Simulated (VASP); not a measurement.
# Zr2NbC3 (Cmmm) in VASP: single point with PBE

Aim: the single point of Zr2NbC3 with PBE.

Program: VASP 6.6.1. These are calculated values, not measurements. Logs are shortened: lines on timing, memory, paths and dates and some standing lists are left out, and cuts for length are marked.

## 1. The cell of the first run

It takes space group Cmmm (No. 65, orthorhombic). The conventional cell has a = 6.773 Å, b = 7.260 Å, c = 3.321 Å, α = 90.00°, β = 90.00°, γ = 90.00°. Within 3.2 Å of Zr (site symmetry 2/m) lie 6 C at 2.39 to 2.48 Å and 4 Nb at 2.99 Å. Nb (site symmetry mmm) has 2 C at 2.07 Å within 2.7 Å. C (site symmetry m2m) has 1 Nb at 2.07 Å and 2 C at 2.28 Å and 4 Zr at 2.39 Å within 2.7 Å. C (site symmetry mmm) has 4 C at 2.28 Å and 4 Zr at 2.48 Å within 3.0 Å.

## 2. Single point, PBE, collinear spin, ferromagnetic start

The input, INCAR:

```
SYSTEM = Zr2NbC3
PREC     = Accurate       ! precision mode
ENCUT    = 600            ! plane-wave cutoff, eV
EDIFF    = 1E-6           ! SCF threshold, eV
ISMEAR   = 0              ! smearing method
SIGMA    = 0.1            ! smearing width, eV
LREAL    = .FALSE.        ! projectors in reciprocal space
LASPH    = .TRUE.         ! aspherical terms in the spheres
NELM     = 200            ! most SCF steps
ALGO     = Normal         ! electronic algorithm
ISIF     = 2              ! what is computed and relaxed
LWAVE    = .FALSE.        ! write WAVECAR
LCHARG   = .TRUE.         ! write CHGCAR
ISPIN    = 2              ! spin polarisation
MAGMOM   = 1 1 1 0 0 0    ! initial moments
LORBIT   = 11             ! projections on sites
LMAXMIX  = 4              ! l up to which the mixer works
GGA      = PE             ! functional
LELF     = .TRUE.         ! ELF
LVHAR    = .TRUE.       
NBANDS   = 38             ! bands
GGA_COMPAT= .FALSE.
```

The input, KPOINTS:

```
Automatic mesh
0
G
  4 4 6
  0 0 0
```

The input, POSCAR:

```
Zr2NbC3
1.0
    3.3863159013     -3.6299483422      0.0000000000
    3.3863159013      3.6299483422      0.0000000000
    0.0000000000      0.0000000000      3.3214110023
Zr Nb C
2 1 3
Direct
    0.5000000000      0.0000000000      0.5000000000
    0.0000000000      0.5000000000      0.5000000000
    0.0000000000      0.0000000000      0.0000000000
    0.7149721590      0.2850278410      0.0000000000
    0.2850278410      0.7149721590      0.0000000000
    0.5000000000      0.5000000000      0.5000000000
```

Potentials or basis: VASP PAW PBE potentials, release 64 (Zr_sv, Nb_sv, C).

The run is started by

```
$ cat potpaw_PBE.64/Zr_sv/POTCAR potpaw_PBE.64/Nb_sv/POTCAR potpaw_PBE.64/C/POTCAR > POTCAR
$ mpirun -np 1 vasp_std > vasp.out
```

OUTCAR:

```text
SYSTEM = Zr2NbC3
   PREC = Accurate
   ENCUT = 600
   EDIFF = 1E-6
   ISMEAR = 0
   LREAL = .FALSE.
   LASPH = .TRUE.
   NELM = 200
   ISIF = 2
   ISPIN = 2
   LORBIT = 11
   GGA = PE

 ion  position               nearest neighbor table
   1  0.500  0.000  0.500-   4 2.39   5 2.39   4 2.39   5 2.39   6 2.48   6 2.48   3 2.99   3 2.99
                             3 2.99   3 2.99   2 3.39   2 3.39   2 3.63   2 3.63
   2  0.000  0.500  0.500-   4 2.39   5 2.39   4 2.39   5 2.39   6 2.48   6 2.48   3 2.99   3 2.99
                             3 2.99   3 2.99   1 3.39   1 3.39   1 3.63   1 3.63
   3  0.000  0.000  0.000-   4 2.07   5 2.07   1 2.99   2 2.99   1 2.99   2 2.99   2 2.99   2 2.99
                             1 2.99   1 2.99
   4  0.715  0.285  0.000-   3 2.07   2 2.39   1 2.39   1 2.39   2 2.39
   5  0.285  0.715  0.000-   3 2.07   2 2.39   1 2.39   1 2.39   2 2.39
   6  0.500  0.500  0.500-   1 2.48   2 2.48   1 2.48   2 2.48

  LATTYP: Found a base centered orthorhombic cell.
 ALAT       =     6.7726318026
 B/A-ratio  =     1.0719461645
 C/A-ratio  =     0.4904165912

  Lattice vectors:

 A1 = (   3.3863159013,  -3.6299483422,   0.0000000000)
 A2 = (   3.3863159013,   3.6299483422,   0.0000000000)
 A3 = (   0.0000000000,   0.0000000000,   3.3214110023)

Analysis of symmetry for initial positions (statically):
=====================================================================
 Subroutine PRICEL returns:
 Original cell was already a primitive cell.

 Routine SETGRP: Setting up the symmetry group for a
 base centered orthorhombic supercell.

 Subroutine GETGRP returns: Found  8 space group operations
 (whereof  8 operations were pure point group operations)
 out of a pool of  8 trial point group operations.

The static configuration has the point symmetry D_2h.

Analysis of symmetry for dynamics (positions and initial velocities):
=====================================================================
 Subroutine PRICEL returns:
 Original cell was already a primitive cell.

 Routine SETGRP: Setting up the symmetry group for a
 base centered orthorhombic supercell.

 Subroutine GETGRP returns: Found  8 space group operations
 (whereof  8 operations were pure point group operations)
 out of a pool of  8 trial point group operations.

The dynamic configuration has the point symmetry D_2h.

Analysis of structural, dynamic, and magnetic symmetry:
=====================================================================
 Subroutine PRICEL returns:
 Original cell was already a primitive cell.

 Routine SETGRP: Setting up the symmetry group for a
 base centered orthorhombic supercell.

 Subroutine GETGRP returns: Found  8 space group operations
 (whereof  8 operations were pure point group operations)
 out of a pool of  8 trial point group operations.

The overall configuration has the point symmetry D_2h.

 Subroutine INISYM returns: Found  8 space group operations
 (whereof  8 operations are pure point group operations),
 and found     1 'primitive' translations

----------------------------------------------------------------------------------------

                                     Primitive cell

  volume of cell :      81.6546

  direct lattice vectors                    reciprocal lattice vectors
     3.386315901 -3.629948342  0.000000000     0.147653088 -0.137743007  0.000000000
     3.386315901  3.629948342  0.000000000     0.147653088  0.137743007  0.000000000
     0.000000000  0.000000000  3.321411002     0.000000000  0.000000000  0.301076861

  length of vectors
     4.964238144  4.964238144  3.321411002     0.201927141  0.201927141  0.301076861

  position of ions in fractional coordinates (direct lattice)
     0.500000000  0.000000000  0.500000000
     0.000000000  0.500000000  0.500000000
     0.000000000  0.000000000  0.000000000
     0.714972159  0.285027841  0.000000000
     0.285027841  0.714972159  0.000000000
     0.500000000  0.500000000  0.500000000

  ion indices of the primitive-cell ions
   primitive index   ion index
                 1           1
                 2           2
                 3           3
                 4           4
[... 54 lines left out ...]
  0.500000 -0.000000  0.500000      2.000000
 [... further k-points ...]
   k-points           NKPTS =     28   k-points in BZ     NKDIM =     28   number of bands    NBANDS=     38
   number of dos      NEDOS =    301   number of ions     NIONS =      6
   total plane-waves  NPLWV =  44800
   dimension x,y,z NGX =    40 NGY =   40 NGZ =   28
   dimension x,y,z NGXF=    80 NGYF=   80 NGZF=   56
   ions per type =               2   1   3
   NGX,Y,Z   is equivalent  to a cutoff of  13.40, 13.40, 14.01 a.u.
   NGXF,Y,Z  is equivalent  to a cutoff of  26.79, 26.79, 28.03 a.u.
 SYSTEM =  Zr2NbC3
   PREC   = accura    normal or accurate (medium, high low for compatibility)
   ISTART =      0    job   : 0-new  1-cont  2-samecut
   ICHARG =      2    charge: 1-file 2-atom 10-const
   ISPIN  =      2    spin polarized calculation?
   LNONCOLLINEAR =      F non collinear calculations
   LSORBIT =      F    spin-orbit coupling
   LASPH  =      T    aspherical Exc in radial PAW
   ENCUT  =  600.0 eV  44.10 Ry    6.64 a.u.   9.91  9.91  6.63*2*pi/ulx,y,z
   NELM   =    200;   NELMIN=  2; NELMDL= -5     # of ELM steps
   EDIFF  = 0.1E-05   stopping-criterion for ELM
   LREAL  =      F    real-space projection
   EDIFFG = 0.1E-04   stopping-criterion for IOM
   NSW    =      0    number of steps for IOM
   IBRION =     -1    ionic relax: 0-MD 1-quasi-New 2-CG
   NFREE  =      0    steps in history (QN), initial steepest desc. (CG)
   ISIF   =      2    stress and relaxation
   ISYM   =      2    0-nonsym 1-usesym 2-fastsym
   POTIM  = 0.5000    time-step for ionic-motion
   TEBEG  =    0.0;   TEEND  =   0.0 temperature during run
   PSTRESS=    0.0 pullay stress
   NELECT =      49.0000    total number of electrons
   NUPDOWN=      -1.0000    fix difference up-down
   EMIN   =  10.00;   EMAX   =-10.00  energy-range for DOS
   EFERMI =   0.00;   METHOD = LEGACY
   ISMEAR =     0;   SIGMA  =   0.10  broadening in eV -4-tet -1-fermi 0-gaus
   EFERMI_NEDOS =   21; number of points for ismear=-14 and -15
   IALGO  =     38    algorithm
   IMIX   =      4    mixing-type and parameters
     AMIX     =   0.40;   BMIX     =  1.00
     AMIX_MAG =   1.60;   BMIX_MAG =  1.00
  volume/ion in A,a.u.               =      13.61        91.84
  Fermi-wavevector in a.u.,A,eV,Ry     =   1.380851  2.609429 25.942885  1.906748
  Thomas-Fermi vector in A             =   2.505689
   LORBIT       =     11    0 simple, 1 ext, 2 COOP (PROOUT), +10 PAW based schemes
   GGA     = PE    functional components
   LHFCALC =     F    Hartree Fock is set to
   AEXX    =    0.0000 exact exchange contribution
   IVDW    =     0    specifies the selected vdW correction
   LEPSILON=     F    determine dielectric tensor
   LRPA    =     F    only Hartree local field effects (RPA)
 spin polarized calculation
 Gauss-broadening in eV      SIGMA  =   0.10
  energy-cutoff  :      600.00
  volume of cell :       81.65
 maximum number of plane-waves:      2741
   NGX = 19   NGY = 19   NGZ = 13

 number of electron      49.0000002 magnetization       0.0000323

 number of electron      49.0000002 magnetization      -0.0001434

 Free energy of the ion-electron system (eV)
  ---------------------------------------------------
  ext. energy  EPLUGINS =         0.00000000
  ---------------------------------------------------
  free energy    TOTEN  =       -51.69469442 eV

  energy without entropy =      -51.67872622  energy(sigma->0) =      -51.68671032

 E-fermi :   9.1793     XC(G=0): -11.9355

 val. band max:        9.1732831078   @ k =  -0.2500   0.2500   0.3333
 cond. band min:       9.1995934393   @ k =   0.5000  -0.0000   0.0000
 fundamental gap:      0.0263103315
 Fermi energy:         9.1793448643

 spin component 1

 k-point     1 :       0.0000    0.0000    0.0000
  band No.  band energies     occupation
      1     -45.2919      1.00000
      2     -39.1176      1.00000
      3     -39.0814      1.00000
      4     -21.6492      1.00000
      5     -21.5380      1.00000
      6     -21.2593      1.00000
[... 925 lines left out ...]
     35      15.4876      0.00000
     36      15.8149      0.00000

 [... further k-points ...]

 spin component 2

 k-point     1 :       0.0000    0.0000    0.0000
  band No.  band energies     occupation
      1     -45.2917      1.00000
      2     -39.1176      1.00000
      3     -39.0814      1.00000
      4     -21.6491      1.00000
      5     -21.5379      1.00000
      6     -21.2591      1.00000
[... 925 lines left out ...]
     35      15.4876      0.00000
     36      15.8148      0.00000

 [... further k-points ...]

 [bands above 36 left out]

------------------------ aborting loop because EDIFF is reached ----------------------------------------

  FORCE on cell =-STRESS in cart. coord.  units (eV):
  Direction    XX          YY          ZZ          XY          YZ          ZX
  --------------------------------------------------------------------------------------
  -------------------------------------------------------------------------------------
  Total        0.1548776     -0.0983549     -0.0228404      0.0000000      0.0000000      0.0000000
  in kB        3.0389155     -1.9298617     -0.4481608      0.0000000      0.0000000      0.0000000
  external PRESSURE =       0.2202977 kB  Pullay stress =       0.0000000 kB

 VOLUME and BASIS-vectors are now :
 -----------------------------------------------------------------------------
  energy-cutoff  :      600.00
  volume of cell :       81.65
      direct lattice vectors                 reciprocal lattice vectors
     3.386315901 -3.629948342  0.000000000     0.147653088 -0.137743007  0.000000000
     3.386315901  3.629948342  0.000000000     0.147653088  0.137743007  0.000000000
     0.000000000  0.000000000  3.321411002     0.000000000  0.000000000  0.301076861

 POSITION                                       TOTAL-FORCE (eV/Angst)
 -----------------------------------------------------------------------------------
      1.69316     -1.81497      1.66071         0.000000     -0.000000     -0.000000
      1.69316      1.81497      1.66071        -0.000000     -0.000000     -0.000000
      0.00000      0.00000      0.00000        -0.000000      0.000000     -0.000000
      3.38632     -1.56068      0.00000         0.000000      0.000410     -0.000000
      3.38632      1.56068      0.00000         0.000000     -0.000410      0.000000
      3.38632      0.00000      1.66071         0.000000      0.000000     -0.000000
 -----------------------------------------------------------------------------------
    total drift:                                0.000000      0.000000     -0.000000

  FREE ENERGIE OF THE ION-ELECTRON SYSTEM (eV)
  ---------------------------------------------------
  free  energy   TOTEN  =       -51.6946944227 eV

  energy  without entropy=      -51.6787262183  energy(sigma->0) =      -51.68671032

 total charge

# of ion       s       p       d       tot
------------------------------------------
    1        2.181   6.019   1.657   9.857
    2        2.181   6.019   1.657   9.857
    3        2.214   6.037   2.571  10.822
    4        0.903   1.397   0.000   2.300
    5        0.903   1.397   0.000   2.300
    6        0.941   1.181   0.000   2.122
--------------------------------------------------
tot          9.324  22.050   5.885  37.260

 magnetization (x)

# of ion       s       p       d       tot
------------------------------------------
    1        0.000  -0.000  -0.000  -0.000
    2        0.000  -0.000  -0.000  -0.000
    3        0.000  -0.000   0.000   0.000
    4       -0.000  -0.000   0.000  -0.000
    5       -0.000  -0.000   0.000  -0.000
    6        0.000   0.000   0.000   0.000
--------------------------------------------------
tot          0.000  -0.000  -0.000  -0.000
```

Run time: 5.7 min. Hardware: 1 thread of Intel Xeon 8259CL, shared host; peak memory 0.34 GiB.

What came out:

* Free energy: -51.6947 eV
* Pressure: 0.0 GPa
* Net moment: 0.00 μB per cell
* Valence electrons inside the program's atomic spheres: Zr 9.86; Nb 10.82; C 2.30, 2.12

Levels at points of the mesh, in eV from the Fermi level:
Spin up:
| k point | band 23 | band 24 | band 25 | band 26 | band 27 | band 28 |
| --- | --- | --- | --- | --- | --- | --- |
| (0.00, 0.00, 0.00) | -0.68 | -0.21 | 0.55 | 0.89 | 1.41 | 2.61 |
| (0.50, 0.00, 0.00) | -0.38 | 0.02 | 0.04 | 0.41 | 1.41 | 1.65 |
| (0.50, 0.50, 0.00) | -0.99 | -0.95 | 0.19 | 0.44 | 0.78 | 1.43 |
| (0.00, 0.00, 0.50) | -1.08 | -0.62 | -0.38 | 0.44 | 0.54 | 3.13 |
| (0.50, 0.00, 0.50) | -1.72 | -1.06 | -0.54 | 1.49 | 1.81 | 2.17 |
| (0.50, 0.50, 0.50) | -0.69 | -0.60 | -0.58 | 0.65 | 2.61 | 3.05 |
Spin down:
| k point | band 23 | band 24 | band 25 | band 26 | band 27 | band 28 |
| --- | --- | --- | --- | --- | --- | --- |
| (0.00, 0.00, 0.00) | -0.68 | -0.21 | 0.55 | 0.89 | 1.41 | 2.61 |
| (0.50, 0.00, 0.00) | -0.38 | 0.02 | 0.04 | 0.41 | 1.41 | 1.65 |
| (0.50, 0.50, 0.00) | -0.99 | -0.95 | 0.19 | 0.44 | 0.78 | 1.43 |
| (0.00, 0.00, 0.50) | -1.08 | -0.62 | -0.38 | 0.44 | 0.54 | 3.13 |
| (0.50, 0.00, 0.50) | -1.72 | -1.06 | -0.54 | 1.49 | 1.81 | 2.17 |
| (0.50, 0.50, 0.50) | -0.69 | -0.60 | -0.58 | 0.65 | 2.61 | 3.05 |
